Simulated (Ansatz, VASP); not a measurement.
Two plane-wave programs on BiAu

```xyz
2
Lattice="0.0000 2.9525 2.9525 2.9525 0.0000 2.9525 2.9525 2.9525 0.0000" Properties=species:S:1:pos:R:3 pbc="T T T"
Au    0.0000    0.0000    0.0000
Bi    2.9525    2.9525    2.9525
```

Change from the starting cell: volume scaled by 0.98, PAW files.

Alike in both runs: task electric field gradients; functional PBE; k mesh 12 × 12 × 12; occupations fermi-dirac, width 0.03 eV; no spin polarisation.

```csv
,VASP,Ansatz
version,VASP 6.6.1,Ansatz 0.2.0
potentials or method,"VASP PAW PBE potentials, release 64 (Au, Bi_d)","PAW with Ansatz's default frozen-core files, scalar-relativistic"
plane-wave cutoff (eV),400,420
valence electrons in the cell,26,34
```

|  | VASP | Ansatz | Ansatz less VASP |
| --- | --- | --- | --- |
| pressure (GPa) | 1.4 | 1.5 | +0.12 |

With one functional, cell and mesh, what is left measures potentials, basis and numerics. VASP's potentials hold 26 valence electrons a cell and Ansatz's 34, so a difference there can come from the potentials and not from the codes.

Spin-orbit coupling is off throughout.
